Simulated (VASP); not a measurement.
# SnO (F-43m) in VASP: further runs

The runs below take SnO through single point, relaxation of cell and atoms, with PBEsol.

All numbers are computed with VASP 6.6.1; they aren't measurements. Logs are shortened: lines on timing, memory, paths and dates and some standing lists are left out, and cuts for length are marked.

### 1 The cell of the first run

It takes space group F-43m (No. 216, cubic). Conventional cell: a = 5.375 Å, b = 5.375 Å, c = 5.375 Å, α = 90.00°, β = 90.00°, γ = 90.00°. Within 3.1 Å of Sn (site symmetry -43m) lie 4 O at 2.33 Å. O (site symmetry -43m) has 4 Sn at 2.33 Å within 3.1 Å.

### 2 Single point, PBEsol

Contents of INCAR:

```
SYSTEM = SnO
  ALGO = Normal
  EDIFF = 1E-6
  ENCUT = 520
  GGA = PS
  ISIF = 2
  ISMEAR = -1
  LASPH = .True.
  LCHARG = .False.
  LREAL = .False.
  LWAVE = .False.
  NBANDS = 17
  NELM = 60
  PREC = Accurate
  SIGMA = 0.03
```

Contents of KPOINTS:

```
k-points
0
Gamma
  8 8 8
  0 0 0
```

Contents of POSCAR:

```
SnO
1.0
    0.0000000000      2.6873356291      2.6873356291
    2.6873356291      0.0000000000      2.6873356291
    2.6873356291      2.6873356291      0.0000000000
Sn O
1 1
Direct
    0.0000000000      0.0000000000      0.0000000000
    0.2500000000      0.2500000000      0.2500000000
```

Potentials or basis: VASP PAW PBE potentials, release 64 (Sn_d, O).

The run is started by

```bash
cat potpaw_PBE.64/Sn_d/POTCAR potpaw_PBE.64/O/POTCAR > POTCAR
mpirun -np 1 vasp_std > vasp.out
```

OUTCAR:

```text
SYSTEM = SnO
   EDIFF = 1E-6
   ENCUT = 520
   GGA = PS
   ISIF = 2
   ISMEAR = -1
   LASPH = .True.
   LREAL = .False.
   NELM = 60
   PREC = Accurate

 ion  position               nearest neighbor table
   1  0.000  0.000  0.000-   2 2.33   2 2.33   2 2.33   2 2.33
   2  0.250  0.250  0.250-   1 2.33   1 2.33   1 2.33   1 2.33

  LATTYP: Found a face centered cubic cell.
 ALAT       =     5.3746712582

  Lattice vectors:

 A1 = (   0.0000000000,   2.6873356291,   2.6873356291)
 A2 = (   2.6873356291,   0.0000000000,   2.6873356291)
 A3 = (   2.6873356291,   2.6873356291,   0.0000000000)

Analysis of symmetry for initial positions (statically):
=====================================================================
 Subroutine PRICEL returns:
 Original cell was already a primitive cell.

 Routine SETGRP: Setting up the symmetry group for a
 face centered cubic supercell.

 Subroutine GETGRP returns: Found 24 space group operations
 (whereof 24 operations were pure point group operations)
 out of a pool of 48 trial point group operations.

The static configuration has the point symmetry T_d .

Analysis of symmetry for dynamics (positions and initial velocities):
=====================================================================
 Subroutine PRICEL returns:
 Original cell was already a primitive cell.

 Routine SETGRP: Setting up the symmetry group for a
 face centered cubic supercell.

 Subroutine GETGRP returns: Found 24 space group operations
 (whereof 24 operations were pure point group operations)
 out of a pool of 48 trial point group operations.

The dynamic configuration has the point symmetry T_d .

 Subroutine INISYM returns: Found 24 space group operations
 (whereof 24 operations are pure point group operations),
 and found     1 'primitive' translations

----------------------------------------------------------------------------------------

                                     Primitive cell

  volume of cell :      38.8147

  direct lattice vectors                    reciprocal lattice vectors
     0.000000000  2.687335629  2.687335629    -0.186057891  0.186057891  0.186057891
     2.687335629  0.000000000  2.687335629     0.186057891 -0.186057891  0.186057891
     2.687335629  2.687335629  0.000000000     0.186057891  0.186057891 -0.186057891

  length of vectors
     3.800466493  3.800466493  3.800466493     0.322261721  0.322261721  0.322261721

  position of ions in fractional coordinates (direct lattice)
     0.000000000  0.000000000  0.000000000
     0.250000000  0.250000000  0.250000000

  ion indices of the primitive-cell ions
   primitive index   ion index
                 1           1
                 2           2

----------------------------------------------------------------------------------------

 KPOINTS: k-points

Automatic generation of k-mesh.
 Grid dimensions read from file:
 generate k-points for:    8    8    8

 Generating k-lattice:

  Cartesian coordinates                     Fractional coordinates (reciprocal lattice)
    -0.023257236  0.023257236  0.023257236     0.125000000  0.000000000  0.000000000
     0.023257236 -0.023257236  0.023257236     0.000000000  0.125000000  0.000000000
     0.023257236  0.023257236 -0.023257236     0.000000000  0.000000000  0.125000000

  Length of vectors
     0.040282715  0.040282715  0.040282715

  Shift w.r.t. Gamma in fractional coordinates (k-lattice)
     0.000000000  0.000000000  0.000000000

 Subroutine IBZKPT returns following result:
 ===========================================

 Found     29 irreducible k-points:

 Following reciprocal coordinates:
            Coordinates               Weight
  0.000000  0.000000  0.000000      1.000000
  0.125000  0.000000  0.000000      8.000000
  0.250000  0.000000  0.000000      8.000000
  0.375000  0.000000  0.000000      8.000000
  0.500000  0.000000  0.000000      4.000000
  0.125000  0.125000  0.000000      6.000000
[... 16 lines left out ...]
  0.500000  0.250000  0.125000     48.000000
 -0.375000  0.250000  0.125000     24.000000
 [... further k-points ...]
   k-points           NKPTS =     29   k-points in BZ     NKDIM =     29   number of bands    NBANDS=     17
   number of dos      NEDOS =    301   number of ions     NIONS =      2
   total plane-waves  NPLWV =  21952
   dimension x,y,z NGX =    28 NGY =   28 NGZ =   28
   dimension x,y,z NGXF=    56 NGYF=   56 NGZF=   56
   ions per type =               1   1
   NGX,Y,Z   is equivalent  to a cutoff of  12.25, 12.25, 12.25 a.u.
   NGXF,Y,Z  is equivalent  to a cutoff of  24.50, 24.50, 24.50 a.u.
 SYSTEM =  SnO
   PREC   = accura    normal or accurate (medium, high low for compatibility)
   ISTART =      0    job   : 0-new  1-cont  2-samecut
   ICHARG =      2    charge: 1-file 2-atom 10-const
   ISPIN  =      1    spin polarized calculation?
   LNONCOLLINEAR =      F non collinear calculations
   LSORBIT =      F    spin-orbit coupling
[... 91 lines left out ...]
     17      18.8935      0.00000

 k-point     4 :       0.3750    0.0000    0.0000
  band No.  band energies     occupation
      1     -15.5786      2.00000
      2     -15.4315      2.00000
      3     -15.4315      2.00000
      4     -15.3765      2.00000
      5     -15.3765      2.00000
      6     -12.2843      2.00000
[... 9 lines left out ...]
     16      17.0024      0.00000
     17      19.1761      0.00000

 k-point     5 :       0.5000    0.0000    0.0000
  band No.  band energies     occupation
      1     -15.5992      2.00000
      2     -15.4318      2.00000
      3     -15.4318      2.00000
      4     -15.3707      2.00000
      5     -15.3707      2.00000
      6     -12.1752      2.00000
[... 9 lines left out ...]
     16      17.2783      0.00000
     17      18.8423      0.00000

 k-point     6 :       0.1250    0.1250    0.0000
  band No.  band energies     occupation
      1     -15.4853      2.00000
      2     -15.4369      2.00000
      3     -15.4369      2.00000
      4     -15.3964      2.00000
      5     -15.3885      2.00000
      6     -12.7430      2.00000
[... 9 lines left out ...]
     16      18.4470      0.00000
     17      18.4470      0.00000

 k-point     7 :       0.2500    0.1250    0.0000
  band No.  band energies     occupation
      1     -15.5296      2.00000
      2     -15.4288      2.00000
      3     -15.4265      2.00000
      4     -15.3982      2.00000
      5     -15.3834      2.00000
      6     -12.5542      2.00000
[... 9 lines left out ...]
     16      18.2587      0.00000
     17      19.0685      0.00000

 k-point     8 :       0.3750    0.1250    0.0000
  band No.  band energies     occupation
      1     -15.5768      2.00000
      2     -15.4278      2.00000
      3     -15.4223      2.00000
      4     -15.3906      2.00000
      5     -15.3743      2.00000
      6     -12.3067      2.00000
[... 9 lines left out ...]
     16      18.0307      0.00000
     17      19.6453      0.00000
[... 203 lines left out ...]
      1     -15.6551      2.00000
      2     -15.4213      2.00000
      3     -15.3836      2.00000
      4     -15.3809      2.00000
      5     -15.3690      2.00000
      6     -12.0116      2.00000
[... 9 lines left out ...]
     16      20.8421      0.00000
     17      21.8531      0.00000

 k-point    20 :      -0.3750    0.3750    0.0000
  band No.  band energies     occupation
      1     -15.6423      2.00000
      2     -15.4178      2.00000
      3     -15.3936      2.00000
      4     -15.3851      2.00000
      5     -15.3763      2.00000
      6     -11.9855      2.00000
[... 9 lines left out ...]
     16      19.2606      0.00000
     17      21.0865      0.00000

 k-point    21 :       0.5000    0.5000    0.0000
  band No.  band energies     occupation
      1     -15.6698      2.00000
      2     -15.4255      2.00000
      3     -15.3735      2.00000
      4     -15.3735      2.00000
      5     -15.3673      2.00000
      6     -11.9833      2.00000
[... 9 lines left out ...]
     16      22.0798      0.00000
     17      22.5189      0.00000

 k-point    22 :       0.3750    0.2500    0.1250
  band No.  band energies     occupation
      1     -15.5704      2.00000
      2     -15.4227      2.00000
      3     -15.4151      2.00000
      4     -15.3998      2.00000
      5     -15.3780      2.00000
      6     -12.3614      2.00000
[... 9 lines left out ...]
     16      18.3724      0.00000
     17      19.7920      0.00000

 k-point    23 :       0.5000    0.2500    0.1250
  band No.  band energies     occupation
      1     -15.6032      2.00000
      2     -15.4252      2.00000
      3     -15.4096      2.00000
      4     -15.3916      2.00000
      5     -15.3748      2.00000
      6     -12.1582      2.00000
[... 9 lines left out ...]
     16      18.3777      0.00000
     17      20.3025      0.00000

 k-point    24 :      -0.3750    0.2500    0.1250
  band No.  band energies     occupation
      1     -15.6155      2.00000
      2     -15.4272      2.00000
      3     -15.4088      2.00000
      4     -15.3861      2.00000
      5     -15.3740      2.00000
      6     -12.0704      2.00000
[... 9 lines left out ...]
     16      18.6114      0.00000
     17      20.3699      0.00000

 [... further k-points ...]
[... 5 lines left out ...]
  --------------------------------------------------------------------------------------
  -------------------------------------------------------------------------------------
  Total        0.0156162      0.0156162      0.0156162     -0.0000000     -0.0000000      0.0000000
  in kB        0.6446006      0.6446006      0.6446006     -0.0000000     -0.0000000      0.0000000
  external PRESSURE =       0.6446006 kB  Pullay stress =       0.0000000 kB

 VOLUME and BASIS-vectors are now :
 -----------------------------------------------------------------------------
  energy-cutoff  :      520.00
  volume of cell :       38.81
      direct lattice vectors                 reciprocal lattice vectors
     0.000000000  2.687335629  2.687335629    -0.186057891  0.186057891  0.186057891
     2.687335629  0.000000000  2.687335629     0.186057891 -0.186057891  0.186057891
     2.687335629  2.687335629  0.000000000     0.186057891  0.186057891 -0.186057891

 POSITION                                       TOTAL-FORCE (eV/Angst)
 -----------------------------------------------------------------------------------
      0.00000      0.00000      0.00000         0.000000      0.000000      0.000000
      1.34367      1.34367      1.34367        -0.000000     -0.000000     -0.000000
 -----------------------------------------------------------------------------------
    total drift:                               -0.000000     -0.000000     -0.000000

  FREE ENERGIE OF THE ION-ELECTRON SYSTEM (eV)
  ---------------------------------------------------
  free  energy   TOTEN  =       -11.1106840931 eV

  energy  without entropy=      -11.1085762486  energy(sigma->0) =      -11.10963017
```

Run time: 26 s. Hardware: 1 thread of Intel Xeon Platinum 8259CL at 2.50GHz (Skylake/Cascade Lake), shared host; peak memory 0.16 GiB.

Results:

* Free energy: -11.1107 eV
* Pressure: 0.1 GPa
* Band gap on the k mesh: zero (band 10 reaches 6.30 eV, above the bottom of band 11 at 6.11 eV)

Levels at points of the mesh, in eV from the Fermi level:
```
           k point  band 8  band 9  band 10  band 11  band 12  band 13
(0.00, 0.00, 0.00)   -3.81   -3.81    -3.81     4.50     4.50     4.50
(0.50, 0.00, 0.00)   -4.26   -4.26    -2.43     1.61     4.64     4.64
(0.50, 0.50, 0.00)   -5.04   -5.04    -0.76    -0.12     5.25     5.29
```

Caveat: the PAW data sets were made with another functional, which shifts forces and pressure a little; spin-orbit coupling is left out, which moves the levels of the heavy elements.

### 3 Relaxation of cell and atoms, PBEsol

This run uses another cell than the first one, of 10.84 Å³/atom, 0.559 times its volume.

Contents of INCAR:

```
SYSTEM = SnO
  PREC = Accurate
  ENCUT = 600
  EDIFF = 1E-7
  ISMEAR = -1
  SIGMA = 0.03
  LREAL = .False.
  LASPH = .True.
  NELM = 60
  ALGO = Normal
  ISIF = 3
  LWAVE = .False.
  LCHARG = .False.
  GGA = PS
  IBRION = 2
  NSW = 100
  EDIFFG = -0.01
```

Contents of KPOINTS:

```
Automatic mesh
0
Gamma
  8 8 8
  0 0 0
```

Contents of POSCAR:

```
SnO
1.0
    0.0000000000      2.2133299920      2.2133299920
    2.2133299920      0.0000000000      2.2133299920
    2.2133299920      2.2133299920      0.0000000000
Sn O
1 1
Direct
    0.0000000000      0.0000000000      0.0000000000
    0.2500000000      0.2500000000      0.2500000000
```

Potentials or basis: VASP PAW PBE potentials, release 64 (Sn_d, O).

The run is started by

```bash
cat potpaw_PBE.64/Sn_d/POTCAR potpaw_PBE.64/O/POTCAR > POTCAR
mpirun -np 1 vasp_std > vasp.out
```

Wall time 76 s (1 thread of Intel Xeon Platinum 8259CL at 2.50GHz (Skylake/Cascade Lake), shared host); peak memory 0.16 GiB.

Results (log left out):

```
Free energy                            : -11.0431 eV
Relaxed volume                         : 18.86 Å³/atom
Relaxed cell                           : a = 3.764 Å, b = 3.764 Å, c = 3.764 Å, α = 60.00°, β = 60.00°, γ = 60.00°
Space group after relaxing (to 0.05 Å) : F-43m (No. 216)
Energy gained by relaxing              : 2054.3 meV/atom
Ionic steps                            : 5
Pressure after relaxing                : 0.0 GPa
Band gap on the k mesh                 : zero (band 10 reaches 6.70 eV, above the bottom of band 11 at 6.50 eV)
```

Step by step:
```
step  energy change (eV)  largest force (eV/Å)  pressure (GPa)  volume (Å³)
   1              0.0000                0.0000          132.45        21.69
   2             -1.3841                0.0000          -26.59        63.74
   3             -4.1030                0.0000           -1.91        38.67
   4             -4.1074                0.0000           -0.91        38.16
   5             -4.1087                0.0000            0.04        37.72
```

Final structure:
```
CELL_PARAMETERS angstrom
0.00000 2.66188 2.66188
2.66188 0.00000 2.66188
2.66188 2.66188 0.00000
ATOMIC_POSITIONS crystal
Sn 0.00000 0.00000 0.00000
O 0.25000 0.25000 0.25000
```

Levels at points of the mesh, in eV from the Fermi level:
| k point | band 7 | band 8 | band 9 | band 10 | band 11 | band 12 | band 13 | band 14 |
| --- | --- | --- | --- | --- | --- | --- | --- | --- |
| (0.00, 0.00, 0.00) | -6.38 | -4.00 | -4.00 | -4.00 | 4.58 | 4.58 | 4.58 | 9.29 |
| (0.50, 0.00, 0.00) | -8.42 | -4.45 | -4.45 | -2.45 | 1.57 | 4.70 | 4.70 | 8.53 |
| (0.50, 0.50, 0.00) | -8.19 | -5.26 | -5.26 | -0.85 | -0.08 | 5.20 | 5.38 | 5.38 |

Caveat: the volume moved by over 15 % at a fixed basis, so the end points are rough; the PAW data sets were made with another functional, which shifts forces and pressure a little; spin-orbit coupling is left out, which moves the levels of the heavy elements.

### 4 Relaxation of cell and atoms, PBEsol

This run uses another cell than the first one, of 10.84 Å³/atom, 0.559 times its volume.

Changes to INCAR since step 3:

```diff
@@ -2,3 +2,3 @@
   PREC = Accurate
-  ENCUT = 600
+  ENCUT = 910
   EDIFF = 1E-7
@@ -8,3 +8,3 @@
   LASPH = .True.
-  NELM = 60
+  NELM = 120
   ALGO = Normal
@@ -17 +17,3 @@
   EDIFFG = -0.01
+  GGA_COMPAT = .False.
+  NELMIN = 4
```

KPOINTS is that of step 3.

POSCAR is that of step 3.

Potentials or basis: VASP PAW PBE potentials, release 64 (Sn_d, O_h).

The run is started by

```bash
cat potpaw_PBE.64/Sn_d/POTCAR potpaw_PBE.64/O_h/POTCAR > POTCAR
mpirun -np 1 vasp_std > vasp.out
```

It took 100 s on 1 thread of Intel Xeon Platinum 8259CL at 2.50GHz (Skylake/Cascade Lake), shared host; peak memory 0.2 GiB.

It converged, with:

```yaml
Free_energy: -10.6965 eV
Relaxed_volume: 17.47 Å³/atom
Relaxed_cell: a = 3.670 Å, b = 3.670 Å, c = 3.670 Å, α = 60.00°, β = 60.00°, γ = 60.00°
Space_group_after_relaxing_to_0.05_Å: F-43m (No. 216)
Energy_gained_by_relaxing: 1876.5 meV/atom
Ionic_steps: 5
Pressure_after_relaxing: 0.0 GPa
Band_gap_on_the_k_mesh: zero (band 10 reaches 8.09 eV, above the bottom of band 11 at 7.89 eV)
```

Step by step:
| step | energy change (eV) | largest force (eV/Å) | pressure (GPa) | volume (Å³) |
| --- | --- | --- | --- | --- |
| 1 | 0.0000 | 0.0000 | 132.19 | 21.69 |
| 2 | 1.3486 | 0.0000 | -43.32 | 63.62 |
| 3 | -3.7064 | 0.0000 | -7.10 | 36.98 |
| 4 | -3.7495 | 0.0000 | -2.02 | 35.48 |
| 5 | -3.7530 | 0.0000 | -0.03 | 34.94 |

Final structure:
```
Sn O
1.0
     0.00000    2.59488    2.59488
     2.59488    0.00000    2.59488
     2.59488    2.59488    0.00000
Sn O
1 1
Direct
  0.00000 0.00000 0.00000
  0.25000 0.25000 0.25000
```

Levels at points of the mesh, in eV from the Fermi level:
```
           k point  band 7  band 8  band 9  band 10  band 11  band 12  band 13  band 14
(0.00, 0.00, 0.00)   -6.66   -4.61   -4.61    -4.61     4.62     4.62     4.62     9.73
(0.50, 0.00, 0.00)   -9.17   -5.11   -5.11    -2.63     1.35     4.71     4.71     8.52
(0.50, 0.50, 0.00)   -8.87   -5.99   -5.99    -1.25    -0.07     4.92     5.50     5.50
```

Caveat: the cutoff is under 1.25 times the usual one of these potentials, so pressure, stress and relaxed cells hold a basis-set (Pulay) error; the volume moved by over 15 % at a fixed basis, so the end points are rough; the PAW data sets were made with another functional, which shifts forces and pressure a little; spin-orbit coupling is left out, which moves the levels of the heavy elements.

### 5 Overview

| task | potentials or basis | cell | cutoff (eV) | second run | gap on the mesh (eV) | pressure (GPa) | relaxed volume (Å³/atom) |
| --- | --- | --- | --- | --- | --- | --- | --- |
| single point | VASP PAW PBE potentials, release 64 (Sn_d, O) | a = 3.800 Å, angles 60.0°, 2 atoms | 520 | - | none | 0.1 | - |
| relaxation of cell and atoms | VASP PAW PBE potentials, release 64 (Sn_d, O) | relaxed from a = 3.130 Å, angles 60.0°, 2 atoms | 600 | - | none | 0.0 | 18.86 |
| relaxation of cell and atoms | VASP PAW PBE potentials, release 64 (Sn_d, O_h) | relaxed from a = 3.130 Å, angles 60.0°, 2 atoms | 910 | hard_potentials | none | 0.0 | 17.47 |

Alike in all rows: level PBEsol; no spin polarisation; k mesh 8 × 8 × 8; smearing fermi-dirac 0.03 eV.

Caveats: the PAW data sets were made with another functional, which shifts forces and pressure a little; spin-orbit coupling is left out, which moves the levels of the heavy elements; the volume moved by over 15 % at a fixed basis, so the end points are rough (some runs); the cutoff is under 1.25 times the usual one of these potentials, so pressure, stress and relaxed cells hold a basis-set (Pulay) error (some runs).

Total energies depend on the potentials used, so only differences within one code and one set of settings carry meaning.
